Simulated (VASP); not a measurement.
## Si: single point with PBE

The system is Si.

```
Si
1.0
     0.00000    0.00000    4.99382
     5.28423    0.00000    0.00000
    -2.64212    4.57628    0.00000
Si
8
Cartesian
  0.0000 0.0000 -0.1500
  0.0000 0.0000 2.4969
  -1.3211 2.2881 0.0000
  -1.3211 2.2881 2.4969
  2.6421 0.0000 0.0000
  2.6421 0.0000 2.4969
  1.3211 2.2881 0.0000
  1.3211 2.2881 2.4969
```

This cell differs from its parent crystal: atom 1 (Si) moved +0.150 Å towards its neighbour atom 2 (Si) at 2.497 Å.

```
Program                : VASP 6.6.1
Task                   : single point
Functional             : PBE
Potentials or basis    : VASP PAW PBE potentials, release 64 (Si)
Cutoff                 : 520 eV
k mesh                 : 12 × 12 × 12
Occupations            : gaussian, width 0.15 eV
Spin                   : no spin polarisation
Dipole correction      : no
Further INCAR settings : ALGO = Normal; EDIFF = 1e-06; NBANDS = 26
```

* Pressure: 0.4 GPa
* Largest force: 1.046 eV/Å
* Band gap on the k mesh: zero (bands 16 and 17 overlap by 3.46 eV)

Forces on the atoms (eV/Å):
```
Si   0.000  0.000  1.046
Si   0.000  0.000 -0.818
Si   0.000  0.000  0.007
Si   0.000  0.000 -0.083
Si   0.000  0.000  0.007
Si   0.000  0.000 -0.083
Si   0.000  0.000  0.007
Si   0.000  0.000 -0.083
```

Stress tensor (GPa, compression positive):
```
 0.53  0.00  0.00
 0.00  0.53  0.00
 0.00  0.00 -0.01
```

Levels at points of the mesh, in eV from the Fermi level:
```
           k point  band 13  band 14  band 15  band 16  band 17  band 18  band 19  band 20
(0.00, 0.00, 0.00)    -2.12    -2.09    -2.09    -2.02    -2.02    -1.99     1.51     1.51
(0.50, 0.00, 0.00)    -5.23    -5.23    -1.29    -1.07     3.49     3.93     3.93     3.99
(0.00, 0.50, 0.00)    -2.46    -2.34    -1.73    -1.73     0.94     0.96     1.85     1.85
(0.50, 0.50, 0.00)    -0.63    -0.55    -0.41    -0.36    -0.23    -0.02     0.05     0.30
```

It took 3.3 min on 1 thread of Intel(R) Xeon(R) Platinum 8559C (Emerald Rapids), with other jobs on the host, peak memory 0.41 GiB.

Caveat: the cell differs from its parent crystal (atom 1 (Si) moved +0.150 Å towards its neighbour atom 2 (Si) at 2.497 Å); forces of over 1 eV/Å act on the atoms, so gaps and moduli don't describe the material at rest.
